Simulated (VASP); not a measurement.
# HfZrS3 (P4mm) in VASP: relaxation of cell and atoms with PBE

Aim: the relaxation of cell and atoms of HfZrS3 with PBE.

Everything below comes from runs of VASP 6.6.1. Logs are shortened: lines on timing, memory, paths and dates and some standing lists are left out, and cuts for length are marked.

## 1. The cell of the first run

The structure is tetragonal, space group P4mm (No. 99). Conventional cell: a = 4.130 Å, b = 4.130 Å, c = 6.062 Å, α = 90.00°, β = 90.00°, γ = 90.00°. Zr (site symmetry 4mm) has 8 S at 2.56 to 3.28 Å and 2 Hf at 2.95 to 3.12 Å within 3.4 Å. Within 3.4 Å of Hf (site symmetry 4mm) lie 8 S at 2.51 to 3.34 Å and 2 Zr at 2.95 to 3.12 Å. S (site symmetry 2mm) has 2 Hf at 2.51 Å and 2 Zr at 2.56 Å and 4 S at 2.92 Å within 3.3 Å. Within 4.3 Å of S (site symmetry 4mm) lie 4 Zr at 3.28 Å and 4 Hf at 3.34 Å and 12 S at 3.66 to 4.13 Å.

The cell was generated, and may not be a known phase.

## 2. Relaxation of cell and atoms, PBE

INCAR reads:

```
SYSTEM = HfZrS3
  PREC = Accurate
  ENCUT = 600
  EDIFF = 1E-6
  ISMEAR = 0
  SIGMA = 0.1
  LREAL = .False.
  LASPH = .True.
  NELM = 100
  ALGO = Fast
  ISIF = 3
  LWAVE = .False.
  LCHARG = .False.
  GGA = PE
  IBRION = 2
  NSW = 100
  EDIFFG = -0.01
```

KPOINTS reads:

```
Automatic mesh
0
Gamma
  10 10 6
  0 0 0
```

POSCAR reads:

```
HfZrS3
1.0
    4.1301333250      0.0000000000      0.0000000000
    0.0000000000      4.1301333250      0.0000000000
    0.0000000000      0.0000000000      6.0618046617
Zr Hf S
1 1 3
Direct
    0.0000000000      0.0000000000      0.4774690859
    0.0000000000      0.0000000000      0.9915009312
    0.5000000000      0.0000000000      0.2265043501
    0.0000000000      0.5000000000      0.2265043501
    0.5000000000      0.5000000000      0.7252450127
```

Potentials or basis: VASP PAW PBE potentials, release 64 (Zr_sv, Hf_pv, S).

Run with:

```console
> cat potpaw_PBE.64/Zr_sv/POTCAR potpaw_PBE.64/Hf_pv/POTCAR potpaw_PBE.64/S/POTCAR > POTCAR
> mpirun -np 1 vasp_std > vasp.out
```

OUTCAR:

```text
SYSTEM = HfZrS3
   PREC = Accurate
   ENCUT = 600
   EDIFF = 1E-6
   ISMEAR = 0
   LREAL = .False.
   LASPH = .True.
   NELM = 100
   ISIF = 3
   GGA = PE
   IBRION = 2
   NSW = 100
   EDIFFG = -0.01

 ion  position               nearest neighbor table
   1  0.000  0.000  0.477-   3 2.56   4 2.56   4 2.56   3 2.56   2 2.95   2 3.12   5 3.28   5 3.28
                             5 3.28   5 3.28
   2  0.000  0.000  0.992-   3 2.51   4 2.51   4 2.51   3 2.51   1 2.95   1 3.12
   3  0.500  0.000  0.227-   2 2.51   2 2.51   1 2.56   1 2.56
   4  0.000  0.500  0.227-   2 2.51   2 2.51   1 2.56   1 2.56
   5  0.500  0.500  0.725-   1 3.28   1 3.28   1 3.28   1 3.28

  LATTYP: Found a simple tetragonal cell.
 ALAT       =     4.1301333250
 C/A-ratio  =     1.4677019323

  Lattice vectors:

 A1 = (   4.1301333250,   0.0000000000,   0.0000000000)
 A2 = (   0.0000000000,   4.1301333250,   0.0000000000)
 A3 = (   0.0000000000,   0.0000000000,   6.0618046617)

Analysis of symmetry for initial positions (statically):
=====================================================================
 Subroutine PRICEL returns:
 Original cell was already a primitive cell.

 Routine SETGRP: Setting up the symmetry group for a
 simple tetragonal supercell.

 Subroutine GETGRP returns: Found  8 space group operations
 (whereof  8 operations were pure point group operations)
 out of a pool of 16 trial point group operations.

The static configuration has the point symmetry C_4v.

Analysis of symmetry for dynamics (positions and initial velocities):
=====================================================================
 Subroutine PRICEL returns:
 Original cell was already a primitive cell.

 Routine SETGRP: Setting up the symmetry group for a
 simple tetragonal supercell.

 Subroutine GETGRP returns: Found  8 space group operations
 (whereof  8 operations were pure point group operations)
 out of a pool of 16 trial point group operations.

The dynamic configuration has the point symmetry C_4v.

 Subroutine INISYM returns: Found  8 space group operations
 (whereof  8 operations are pure point group operations),
 and found     1 'primitive' translations

----------------------------------------------------------------------------------------

                                     Primitive cell

  volume of cell :     103.4023

  direct lattice vectors                    reciprocal lattice vectors
     4.130133325  0.000000000  0.000000000     0.242122934  0.000000000  0.000000000
     0.000000000  4.130133325  0.000000000     0.000000000  0.242122934  0.000000000
     0.000000000  0.000000000  6.061804662     0.000000000  0.000000000  0.164967375

  length of vectors
     4.130133325  4.130133325  6.061804662     0.242122934  0.242122934  0.164967375

  position of ions in fractional coordinates (direct lattice)
     0.000000000  0.000000000  0.477469086
     0.000000000  0.000000000  0.991500931
     0.500000000  0.000000000  0.226504350
     0.000000000  0.500000000  0.226504350
     0.500000000  0.500000000  0.725245013

  ion indices of the primitive-cell ions
   primitive index   ion index
                 1           1
                 2           2
                 3           3
                 4           4
                 5           5

----------------------------------------------------------------------------------------

 KPOINTS: Automatic mesh

Automatic generation of k-mesh.
 Grid dimensions read from file:
 generate k-points for:   10   10    6

 Generating k-lattice:

  Cartesian coordinates                     Fractional coordinates (reciprocal lattice)
     0.024212293  0.000000000  0.000000000     0.100000000  0.000000000  0.000000000
     0.000000000  0.024212293  0.000000000     0.000000000  0.100000000  0.000000000
     0.000000000  0.000000000  0.027494562     0.000000000  0.000000000  0.166666667

  Length of vectors
     0.024212293  0.024212293  0.027494562

  Shift w.r.t. Gamma in fractional coordinates (k-lattice)
     0.000000000  0.000000000  0.000000000

 Subroutine IBZKPT returns following result:
 ===========================================

 Found     84 irreducible k-points:

 Following reciprocal coordinates:
            Coordinates               Weight
  0.000000  0.000000  0.000000      1.000000
  0.100000  0.000000  0.000000      4.000000
  0.200000  0.000000  0.000000      4.000000
  0.300000  0.000000  0.000000      4.000000
  0.400000  0.000000  0.000000      4.000000
  0.500000  0.000000  0.000000      2.000000
[... 16 lines left out ...]
  0.100000  0.000000  0.166667      8.000000
  0.200000  0.000000  0.166667      8.000000
 [... further k-points ...]
   k-points           NKPTS =     84   k-points in BZ     NKDIM =     84   number of bands    NBANDS=     24
   number of dos      NEDOS =    301   number of ions     NIONS =      5
   total plane-waves  NPLWV =  62208
   dimension x,y,z NGX =    36 NGY =   36 NGZ =   48
   dimension x,y,z NGXF=    72 NGYF=   72 NGZF=   96
   ions per type =               1   1   3
   NGX,Y,Z   is equivalent  to a cutoff of  14.49, 14.49, 13.16 a.u.
   NGXF,Y,Z  is equivalent  to a cutoff of  28.98, 28.98, 26.33 a.u.
 SYSTEM =  HfZrS3
   PREC   = accura    normal or accurate (medium, high low for compatibility)
   ISTART =      0    job   : 0-new  1-cont  2-samecut
   ICHARG =      2    charge: 1-file 2-atom 10-const
   ISPIN  =      1    spin polarized calculation?
   LNONCOLLINEAR =      F non collinear calculations
   LSORBIT =      F    spin-orbit coupling
   LASPH  =      T    aspherical Exc in radial PAW
   ENCUT  =  600.0 eV  44.10 Ry    6.64 a.u.   8.25  8.25 12.11*2*pi/ulx,y,z
   NELM   =    100;   NELMIN=  2; NELMDL= -5     # of ELM steps
   EDIFF  = 0.1E-05   stopping-criterion for ELM
   LREAL  =      F    real-space projection
   EDIFFG = -.1E-01   stopping-criterion for IOM
   NSW    =    100    number of steps for IOM
   IBRION =      2    ionic relax: 0-MD 1-quasi-New 2-CG
   NFREE  =      1    steps in history (QN), initial steepest desc. (CG)
   ISIF   =      3    stress and relaxation
   ISYM   =      2    0-nonsym 1-usesym 2-fastsym
   POTIM  = 0.5000    time-step for ionic-motion
   TEBEG  =    0.0;   TEEND  =   0.0 temperature during run
   PSTRESS=    0.0 pullay stress
   NELECT =      40.0000    total number of electrons
   NUPDOWN=      -1.0000    fix difference up-down
   EMIN   =  10.00;   EMAX   =-10.00  energy-range for DOS
   EFERMI =   0.00;   METHOD = LEGACY
   ISMEAR =     0;   SIGMA  =   0.10  broadening in eV -4-tet -1-fermi 0-gaus
   EFERMI_NEDOS =   21; number of points for ismear=-14 and -15
   IALGO  =     68    algorithm
   IMIX   =      4    mixing-type and parameters
     AMIX     =   0.40;   BMIX     =  1.00
     AMIX_MAG =   1.60;   BMIX_MAG =  1.00
  volume/ion in A,a.u.               =      20.68       139.56
  Fermi-wavevector in a.u.,A,eV,Ry     =   1.192847  2.254154 19.359517  1.422884
  Thomas-Fermi vector in A             =   2.328876
   LORBIT       =      0    0 simple, 1 ext, 2 COOP (PROOUT), +10 PAW based schemes
   GGA     = PE    functional components
   LHFCALC =     F    Hartree Fock is set to
   AEXX    =    0.0000 exact exchange contribution
   IVDW    =     0    specifies the selected vdW correction
   LEPSILON=     F    determine dielectric tensor
   LRPA    =     F    only Hartree local field effects (RPA)
 conjugate gradient relaxation of ions
 non-spin polarized calculation
 RMM-DIIS sequential band-by-band and
 Gauss-broadening in eV      SIGMA  =   0.10
  energy-cutoff  :      600.00
  volume of cell :      103.40
 maximum number of plane-waves:      3488
 NGX is ok and might be reduce to    36
   NGX = 17   NGY = 17   NGZ = 25

--------------------------------------- Ionic step        1  -------------------------------------------

 number of electron      40.0000002 magnetization

 Free energy of the ion-electron system (eV)
  ---------------------------------------------------
  ext. energy  EPLUGINS =         0.00000000
  ---------------------------------------------------
  free energy    TOTEN  =       -34.24181773 eV

  energy without entropy =      -34.23042160  energy(sigma->0) =      -34.23611966

------------------------ aborting loop because EDIFF is reached ----------------------------------------

  FORCE on cell =-STRESS in cart. coord.  units (eV):
  Direction    XX          YY          ZZ          XY          YZ          ZX
  --------------------------------------------------------------------------------------
  -------------------------------------------------------------------------------------
  Total       -0.5461506     -0.5461506     -0.0367893      0.0000000      0.0000000      0.0000000
  in kB       -8.4623870     -8.4623870     -0.5700363      0.0000000      0.0000000      0.0000000
  external PRESSURE =      -5.8316034 kB  Pullay stress =       0.0000000 kB
[... 219 lines left out ...]
  energy  without entropy=      -34.2331168754  energy(sigma->0) =      -34.23900003

--------------------------------------- Ionic step        7  -------------------------------------------

 number of electron      40.0000000 magnetization

 Free energy of the ion-electron system (eV)
  ---------------------------------------------------
  ext. energy  EPLUGINS =         0.00000000
  ---------------------------------------------------
  free energy    TOTEN  =       -34.24489856 eV

  energy without entropy =      -34.23316691  energy(sigma->0) =      -34.23903274

 E-fermi :   6.8956     XC(G=0): -10.3882

 val. band max:        6.8853134257   @ k =   0.4000   0.0000   0.3333
 cond. band min:       6.9039539477   @ k =   0.4000   0.0000   0.1667
 fundamental gap:      0.0186405220
 Fermi energy:         6.8955682319

 k-point     1 :       0.0000    0.0000    0.0000
  band No.  band energies     occupation
      1     -43.3108      2.00000
      2     -25.3199      2.00000
      3     -25.3199      2.00000
      4     -25.1369      2.00000
      5     -21.4382      2.00000
      6     -21.4382      2.00000
[... 637 lines left out ...]
     23       8.0567      0.00000
     24       8.1413      0.00000

 [... further k-points ...]

------------------------ aborting loop because EDIFF is reached ----------------------------------------

  FORCE on cell =-STRESS in cart. coord.  units (eV):
  Direction    XX          YY          ZZ          XY          YZ          ZX
  --------------------------------------------------------------------------------------
  -------------------------------------------------------------------------------------
  Total        0.0118468      0.0118468      0.0077699      0.0000000     -0.0000000      0.0000000
  in kB        0.1846300      0.1846300      0.1210924      0.0000000     -0.0000000      0.0000000
  external PRESSURE =       0.1634508 kB  Pullay stress =       0.0000000 kB
[... 20 lines left out ...]
  FREE ENERGIE OF THE ION-ELECTRON SYSTEM (eV)
  ---------------------------------------------------
  free  energy   TOTEN  =       -34.2448985635 eV

  energy  without entropy=      -34.2331669132  energy(sigma->0) =      -34.23903274

 reached required accuracy - stopping structural energy minimisation
```

Run time: 26 min. Hardware: 1 thread of Oxide Virtual Turin-like, shared host; peak memory 0.42 GiB.

What came out:

| Quantity | Value |
| --- | --- |
| Free energy | -34.2449 eV |
| Relaxed volume | 20.56 Å³/atom |
| Relaxed cell | a = 4.113 Å, b = 4.113 Å, c = 6.078 Å, α = 90.00°, β = 90.00°, γ = 90.00° |
| Space group after relaxing (to 0.1 Å) | P4mm (No. 99) |
| Energy gained by relaxing | 0.6 meV/atom |
| Ionic steps | 7 |
| Pressure after relaxing | 0.0 GPa |
| Largest force after relaxing | 0.007 eV/Å |
| Band gap on the k mesh | zero (bands 20 and 21 overlap by 1.35 eV) |

Forces in eV/Å, atoms in the order of the input:
```
Zr   0.000  0.000  0.003
Hf   0.000  0.000  0.007
S    0.000  0.000 -0.001
S    0.000  0.000 -0.001
S    0.000  0.000 -0.007
```

Step by step:
```tsv
step	energy change (eV)	largest force (eV/Å)	pressure (GPa)	volume (Å³)
1	0.0000	0.1622	-0.58	103.40
2	-0.0018	0.0859	0.59	102.28
3	-0.0025	0.0359	0.17	102.66
4	-0.0031	0.0139	0.00	102.80
5	-0.0031	0.0133	0.01	102.79
6	-0.0031	0.0133	0.01	102.79
7	-0.0031	0.0071	0.02	102.80
```

Final structure:
```cif
data_structure
_symmetry_space_group_name_H-M 'P 1'
_symmetry_Int_Tables_number 1
_cell_length_a 4.1128
_cell_length_b 4.1128
_cell_length_c 6.0777
_cell_angle_alpha 90.000
_cell_angle_beta 90.000
_cell_angle_gamma 90.000
_cell_volume 102.80
loop_
_atom_site_label
_atom_site_type_symbol
_atom_site_fract_x
_atom_site_fract_y
_atom_site_fract_z
_atom_site_occupancy
Zr1 Zr 0.00000 0.00000 0.47740 1
Hf1 Hf 0.00000 0.00000 0.99270 1
S1 S 0.50000 0.00000 0.22592 1
S2 S 0.00000 0.50000 0.22592 1
S3 S 0.50000 0.50000 0.72528 1
```

Levels at points of the mesh, in eV from the Fermi level:
| k point | band 17 | band 18 | band 19 | band 20 | band 21 | band 22 | band 23 | band 24 |
| --- | --- | --- | --- | --- | --- | --- | --- | --- |
| (0.00, 0.00, 0.00) | -2.77 | -1.57 | -0.77 | -0.77 | -0.03 | 0.23 | 0.39 | 1.38 |
| (0.50, 0.00, 0.00) | -2.95 | -2.21 | -2.12 | -1.18 | -0.31 | 0.36 | 1.08 | 1.73 |
| (0.50, 0.50, 0.00) | -3.52 | -2.72 | -0.94 | 0.97 | 1.00 | 1.37 | 1.59 | 1.65 |
| (0.00, 0.00, 0.50) | -2.90 | -1.11 | -1.11 | -0.51 | -0.37 | 0.20 | 1.06 | 1.07 |
| (0.50, 0.00, 0.50) | -3.31 | -2.95 | -2.20 | -0.24 | 0.27 | 0.29 | 0.79 | 1.16 |
| (0.50, 0.50, 0.50) | -2.69 | -2.13 | -0.74 | -0.21 | 0.85 | 0.87 | 0.87 | 0.98 |

Caveat: spin-orbit coupling is left out, which moves the levels of the heavy elements.
